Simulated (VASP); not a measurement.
# Sn (Fd-3m) in VASP: further runs

Sn is run at these levels: revPBE+D3(BJ), BLYP, BLYP+D3(BJ), RPBE+D3(BJ); tasks: single point, relaxation of cell and atoms.

Program: VASP 6.6.1. These are calculated values, not measurements. Logs are shortened: lines on timing, memory, paths and dates and some standing lists are left out, and cuts for length are marked.

## Step 1: The cell of the first run

It takes space group Fd-3m (No. 227, cubic). Conventional cell: a = 6.555 Å, b = 6.555 Å, c = 6.555 Å, α = 90.00°, β = 90.00°, γ = 90.00°. Within 3.7 Å of Sn (site symmetry -43m) lie 4 Sn at 2.84 Å.

This isn't the form of Sn at room conditions, which is tetragonal (white tin).

## Step 2: Single point, revPBE+D3(BJ)

INCAR reads:

```
ALGO = Normal ; EDIFF = 1E-6
ENCUT = 520 ; GGA = RE
ISIF = 2 ; ISMEAR = -1
IVDW = 12 ; LASPH = T
LCHARG = T ; LELF = T
LREAL = F ; LVHAR = T
LWAVE = F ; NBANDS = 21
NELM = 100 ; PREC = Accurate
SIGMA = 0.05
```

KPOINTS reads:

```
k-points
0
Gamma
  7 7 7
```

POSCAR reads:

```
Sn
1.0
    0.0000000000      3.2773998247      3.2773998247
    3.2773998247      0.0000000000      3.2773998247
    3.2773998247      3.2773998247      0.0000000000
Sn
2
Direct
    0.7500000000      0.7500000000      0.7500000000
    0.5000000000      0.5000000000      0.5000000000
```

Potentials or basis: VASP PAW PBE potentials, release 64 (Sn_d).

Run with:

```sh
cat potpaw_PBE.64/Sn_d/POTCAR > POTCAR
mpirun -np 1 vasp_std > vasp.out
```

OUTCAR:

```text
EDIFF = 1E-6
   ENCUT = 520
   GGA = RE
   ISIF = 2
   ISMEAR = -1
   IVDW = 12
   LASPH = T
   LREAL = F
   NELM = 100
   PREC = Accurate
 IVDW          = 12

 ion  position               nearest neighbor table
   1  0.750  0.750  0.750-   2 2.84   2 2.84   2 2.84   2 2.84
   2  0.500  0.500  0.500-   1 2.84   1 2.84   1 2.84   1 2.84

  LATTYP: Found a face centered cubic cell.
 ALAT       =     6.5547996494

  Lattice vectors:

 A1 = (   0.0000000000,   3.2773998247,   3.2773998247)
 A2 = (   3.2773998247,   0.0000000000,   3.2773998247)
 A3 = (   3.2773998247,   3.2773998247,   0.0000000000)

Analysis of symmetry for initial positions (statically):
=====================================================================
 Subroutine PRICEL returns:
 Original cell was already a primitive cell.

 Routine SETGRP: Setting up the symmetry group for a
 face centered cubic supercell.

 Subroutine GETGRP returns: Found 48 space group operations
 (whereof 24 operations were pure point group operations)
 out of a pool of 48 trial point group operations.

The static configuration has the point symmetry T_d .
 The point group associated with its full space group is O_h .

Analysis of symmetry for dynamics (positions and initial velocities):
=====================================================================
 Subroutine PRICEL returns:
 Original cell was already a primitive cell.

 Routine SETGRP: Setting up the symmetry group for a
 face centered cubic supercell.

 Subroutine GETGRP returns: Found 48 space group operations
 (whereof 24 operations were pure point group operations)
 out of a pool of 48 trial point group operations.

The dynamic configuration has the point symmetry T_d .
 The point group associated with its full space group is O_h .

 Subroutine INISYM returns: Found 48 space group operations
 (whereof 24 operations are pure point group operations),
 and found     1 'primitive' translations

----------------------------------------------------------------------------------------

                                     Primitive cell

  volume of cell :      70.4074

  direct lattice vectors                    reciprocal lattice vectors
     0.000000000  3.277399825  3.277399825    -0.152559964  0.152559964  0.152559964
     3.277399825  0.000000000  3.277399825     0.152559964 -0.152559964  0.152559964
[... 74 lines left out ...]
   ISPIN  =      1    spin polarized calculation?
   LNONCOLLINEAR =      F non collinear calculations
   LSORBIT =      F    spin-orbit coupling
   LASPH  =      T    aspherical Exc in radial PAW
   ENCUT  =  520.0 eV  38.22 Ry    6.18 a.u.   8.62  8.62  8.62*2*pi/ulx,y,z
   NELM   =    100;   NELMIN=  2; NELMDL= -5     # of ELM steps
   EDIFF  = 0.1E-05   stopping-criterion for ELM
   LREAL  =      F    real-space projection
   EDIFFG = 0.1E-04   stopping-criterion for IOM
   NSW    =      0    number of steps for IOM
   IBRION =     -1    ionic relax: 0-MD 1-quasi-New 2-CG
   NFREE  =      0    steps in history (QN), initial steepest desc. (CG)
   ISIF   =      2    stress and relaxation
   ISYM   =      2    0-nonsym 1-usesym 2-fastsym
   POTIM  = 0.5000    time-step for ionic-motion
   TEBEG  =    0.0;   TEEND  =   0.0 temperature during run
   PSTRESS=    0.0 pullay stress
   NELECT =      28.0000    total number of electrons
   NUPDOWN=      -1.0000    fix difference up-down
   EMIN   =  10.00;   EMAX   =-10.00  energy-range for DOS
   EFERMI =   0.00;   METHOD = LEGACY
   ISMEAR =    -1;   SIGMA  =   0.05  broadening in eV -4-tet -1-fermi 0-gaus
   EFERMI_NEDOS =   21; number of points for ismear=-14 and -15
   IALGO  =     38    algorithm
   IMIX   =      4    mixing-type and parameters
     AMIX     =   0.40;   BMIX     =  1.00
     AMIX_MAG =   1.60;   BMIX_MAG =  1.00
  volume/ion in A,a.u.               =      35.20       237.57
  Fermi-wavevector in a.u.,A,eV,Ry     =   1.203894  2.275029 19.719735  1.449360
  Thomas-Fermi vector in A             =   2.339634
   LORBIT       =      0    0 simple, 1 ext, 2 COOP (PROOUT), +10 PAW based schemes
   GGA     = RE    functional components
   LHFCALC =     F    Hartree Fock is set to
   AEXX    =    0.0000 exact exchange contribution
   IVDW    =    12    specifies the selected vdW correction
   LEPSILON=     F    determine dielectric tensor
   LRPA    =     F    only Hartree local field effects (RPA)
 non-spin polarized calculation
  energy-cutoff  :      520.00
  volume of cell :       70.41
 maximum number of plane-waves:      1917
   NGX = 17   NGY = 17   NGZ = 17

 number of electron      27.9999984 magnetization

 Free energy of the ion-electron system (eV)
  ---------------------------------------------------
  ext. energy  EPLUGINS =         0.00000000
  ---------------------------------------------------
  free energy    TOTEN  =        -7.07763946 eV

  energy without entropy =       -7.07565098  energy(sigma->0) =       -7.07664522

 E-fermi :   5.3828     XC(G=0):  -8.6159

 val. band max:        5.1689099030   @ k =   0.1429   0.0000   0.0000
 cond. band min:       5.4384835018   @ k =   0.4286   0.0000   0.0000
 fundamental gap:      0.2695735989
 Fermi energy:         5.3827987783

 k-point     1 :       0.0000    0.0000    0.0000
  band No.  band energies     occupation
      1     -16.2376      2.00000
      2     -16.2376      2.00000
      3     -16.2376      2.00000
      4     -16.1831      2.00000
      5     -16.1831      2.00000
      6     -15.8982      2.00000
[... 469 lines left out ...]
     20      14.0439      0.00000
     21      15.7680      0.00000

------------------------ aborting loop because EDIFF is reached ----------------------------------------

 Edisp (eV)   -1.10609

 E8    (eV) :    -0.8102

  FORCE on cell =-STRESS in cart. coord.  units (eV):
  Direction    XX          YY          ZZ          XY          YZ          ZX
  --------------------------------------------------------------------------------------
  -------------------------------------------------------------------------------------
  Total      -0.01509    -0.01509    -0.01509     0.00000     0.00000     0.00000
  in kB      -0.34349    -0.34349    -0.34349     0.00000     0.00000     0.00000
  external pressure =       -0.34 kB  Pullay stress =        0.00 kB

 VOLUME and BASIS-vectors are now :
 -----------------------------------------------------------------------------
  energy-cutoff  :      520.00
  volume of cell :       70.41
      direct lattice vectors                 reciprocal lattice vectors
     0.000000000  3.277399825  3.277399825    -0.152559964  0.152559964  0.152559964
     3.277399825  0.000000000  3.277399825     0.152559964 -0.152559964  0.152559964
     3.277399825  3.277399825  0.000000000     0.152559964  0.152559964 -0.152559964

 POSITION                                       TOTAL-FORCE (eV/Angst)
 -----------------------------------------------------------------------------------
      4.91610      4.91610      4.91610         0.000000     -0.000000     -0.000000
      3.27740      3.27740      3.27740        -0.000000      0.000000      0.000000
 -----------------------------------------------------------------------------------
    total drift:                                0.000000      0.000000      0.000000

  FREE ENERGIE OF THE ION-ELECTRON SYSTEM (eV)
  ---------------------------------------------------
  free  energy   TOTEN  =        -8.1837319405 eV

  energy  without entropy=       -8.1817434642  energy(sigma->0) =       -8.18273770
```

stdout:

```text
POSCAR found type information on POSCAR Sn
 POSCAR found :  1 types and       2 ions
 scaLAPACK will be used
 -----------------------------------------------------------------------------
|                                                                             |
|                                                                             |
|     You enforced a specific xc type in the INCAR file but a different       |
|     I HOPE YOU KNOW WHAT YOU ARE DOING!                                     |
|                                                                             |
 -----------------------------------------------------------------------------

 LDA part: xc-table for (Slater+PW92), standard interpolation
 POSCAR, INCAR and KPOINTS ok, starting setup
 FFT: planning ... GRIDC
 FFT: planning ... GRID_SOFT
 FFT: planning ... GRID
 WAVECAR not read
 entering main loop
```

It took 23 s on 1 thread of Intel Xeon 8259CL, shared host; peak memory 0.21 GiB.

Results:

```
Free energy                : -8.1837 eV
Pressure                   : 0.0 GPa
Band gap on the k mesh     : zero (bands 14 and 15 overlap by 0.07 eV)
Dispersion energy per atom : -0.553 eV
```

Caveat: the PAW data sets were made with another functional, which shifts forces and pressure a little; spin-orbit coupling is left out, which moves the levels of the heavy elements.

## Step 3: Single point, BLYP

This run uses another cell than the first one, of 39.62 Å³/atom.

INCAR reads:

```
SYSTEM = Sn
PREC = Accurate
ENCUT = 520
EDIFF = 1E-6
ISMEAR = -1
SIGMA = 0.05
LREAL = .False.
LASPH = .True.
NELM = 80
ALGO = Normal
ISIF = 2
LWAVE = .False.
LCHARG = .True.
GGA = B5
ALDAX = 1.0
AGGAX = 1.0
AGGAC = 1.0
ALDAC = 0.0
LELF = .True.
LVHAR = .True.
NBANDS = 21
```

KPOINTS reads:

```
regular mesh
0
Gamma
  7 7 7
  0 0 0
```

POSCAR reads:

```
Sn
1.0
    0.0000000000      3.4089556223      3.4089556223
    3.4089556223      0.0000000000      3.4089556223
    3.4089556223      3.4089556223      0.0000000000
Sn
2
Direct
    0.7500000000      0.7500000000      0.7500000000
    0.5000000000      0.5000000000      0.5000000000
```

Potentials or basis: VASP PAW PBE potentials, release 64 (Sn_d).

Run with:

```sh
cat potpaw_PBE.64/Sn_d/POTCAR > POTCAR
mpirun -np 1 vasp_std > vasp.out
```

Run time: 39 s. Hardware: 1 thread of Intel Xeon 8259CL, shared host; peak memory 0.2 GiB.

The run converged. Its results:

| Quantity | Value |
| --- | --- |
| Free energy | -6.4498 eV |
| Pressure | 0.0 GPa |
| Band gap on the k mesh | zero (bands 14 and 15 overlap by 0.33 eV) |

Levels at points of the mesh, in eV from the Fermi level:
```
           k point  band 11  band 12  band 13  band 14  band 15  band 16  band 17  band 18
(0.00, 0.00, 0.00)    -9.58    -1.64     0.24     0.24     0.24     2.27     2.27     2.27
```

Caveat: the PAW data sets were made with another functional, which shifts forces and pressure a little; spin-orbit coupling is left out, which moves the levels of the heavy elements.

## Step 4: Relaxation of cell and atoms, BLYP

This run uses another cell than the first one, of 33.80 Å³/atom.

INCAR reads:

```
SYSTEM = Sn
  PREC = Accurate
  ENCUT = 600
  EDIFF = 1E-6
  ISMEAR = -1
  SIGMA = 0.05
  LREAL = .False.
  LASPH = .True.
  NELM = 80
  ALGO = Normal
  ISIF = 3
  LWAVE = .False.
  LCHARG = .False.
  GGA = B5
  ALDAX = 1.0
  AGGAX = 1.0
  AGGAC = 1.0
  ALDAC = 0.0
  IBRION = 2
  NSW = 80
  EDIFFG = -0.02
```

KPOINTS is that of step 3.

POSCAR reads:

```
Sn
1.0
    0.0000000000      3.2333428000      3.2333428000
    3.2333428000      0.0000000000      3.2333428000
    3.2333428000      3.2333428000      0.0000000000
Sn
2
Direct
    0.7500000000      0.7500000000      0.7500000000
    0.5000000000      0.5000000000      0.5000000000
```

Run with:

```sh
cat potpaw_PBE.64/Sn_d/POTCAR > POTCAR
mpirun -np 1 vasp_std > vasp.out
```

It took 3.4 min on 1 thread of Intel Xeon 8259CL, shared host; peak memory 0.25 GiB.

Results (log left out):

- Free energy: -6.4482 eV
- Relaxed volume: 39.51 Å³/atom
- Relaxed cell: a = 4.817 Å, b = 4.817 Å, c = 4.817 Å, α = 60.00°, β = 60.00°, γ = 60.00°
- Space group after relaxing (to 0.1 Å): Fd-3m (No. 227)
- Energy gained by relaxing: 100.5 meV/atom
- Ionic steps: 3
- Pressure after relaxing: 0.1 GPa
- Band gap on the k mesh: zero (bands 14 and 15 overlap by 0.33 eV)

The path:
```
step  energy change (eV)  largest force (eV/Å)  pressure (GPa)  volume (Å³)
   1              0.0000                0.0000            6.54        67.61
   2             -0.1924                0.0000           -0.90        82.03
   3             -0.2009                0.0000            0.06        79.02
```

Final structure:
```yaml
crystal:
  lattice:
    - [0.00000, 3.40598, 3.40598]
    - [3.40598, 0.00000, 3.40598]
    - [3.40598, 3.40598, 0.00000]
  atoms:
    - { symbol: Sn, position: [0.75000, 0.75000, 0.75000] }
    - { symbol: Sn, position: [0.50000, 0.50000, 0.50000] }
```

Levels at points of the mesh, in eV from the Fermi level:
| k point | band 11 | band 12 | band 13 | band 14 | band 15 | band 16 | band 17 | band 18 |
| --- | --- | --- | --- | --- | --- | --- | --- | --- |
| (0.00, 0.00, 0.00) | -9.60 | -1.62 | 0.24 | 0.24 | 0.24 | 2.27 | 2.27 | 2.27 |

Caveat: the volume moved by over 15 % at a fixed basis, so the end points are rough; the PAW data sets were made with another functional, which shifts forces and pressure a little; spin-orbit coupling is left out, which moves the levels of the heavy elements.

## Step 5: Single point, BLYP+D3(BJ)

This run uses another cell than the first one, of 33.80 Å³/atom.

INCAR reads:

```
PREC = Accurate
ENCUT = 500
EDIFF = 1E-6
ISMEAR = -1
SIGMA = 0.05
LREAL = F
LASPH = T
NELM = 120
ALGO = Normal
ISIF = 2
LWAVE = F
LCHARG = T
GGA = B5
ALDAX = 1.0
AGGAX = 1.0
AGGAC = 1.0
ALDAC = 0.0
IVDW = 12
VDW_S6 = 1.0
VDW_S8 = 2.6996
VDW_A1 = 0.4298
VDW_A2 = 4.2359
LELF = T
LVHAR = T
NBANDS = 21
GGA_COMPAT = F
```

KPOINTS reads:

```
regular mesh
0
Gamma
  7 7 7
```

POSCAR reads:

```
Sn
1.0
    0.0000000000      3.2333428000      3.2333428000
    3.2333428000      0.0000000000      3.2333428000
    3.2333428000      3.2333428000      0.0000000000
Sn
2
Direct
    0.2500000000      0.2500000000      0.2500000000
    1.0000000000      1.0000000000      1.0000000000
```

Run with:

```sh
cat potpaw_PBE.64/Sn_d/POTCAR > POTCAR
mpirun -np 1 vasp_std > vasp.out
```

Run time: 26 s. Hardware: 1 thread of Intel Xeon 6975P-C (Granite Rapids), shared host; peak memory 0.21 GiB.

It converged, with:

```yaml
Free_energy: -7.7219 eV
Pressure: 2.5 GPa
Band_gap_on_the_k_mesh: zero (bands 14 and 15 overlap by 0.06 eV)
Dispersion_energy_per_atom: -0.738 eV
```

Levels at points of the mesh, in eV from the Fermi level:
```csv
k point,band 12,band 13,band 14,band 15,band 16,band 17
"(0.00, 0.00, 0.00)",-0.71,0.12,0.12,0.12,2.19,2.19
```

Caveat: three body term missing; the PAW data sets were made with another functional, which shifts forces and pressure a little; spin-orbit coupling is left out, which moves the levels of the heavy elements.

[end of part 1 of 2]

The gap in the log of VASP goes by the Fermi energy; the results here count the filled bands.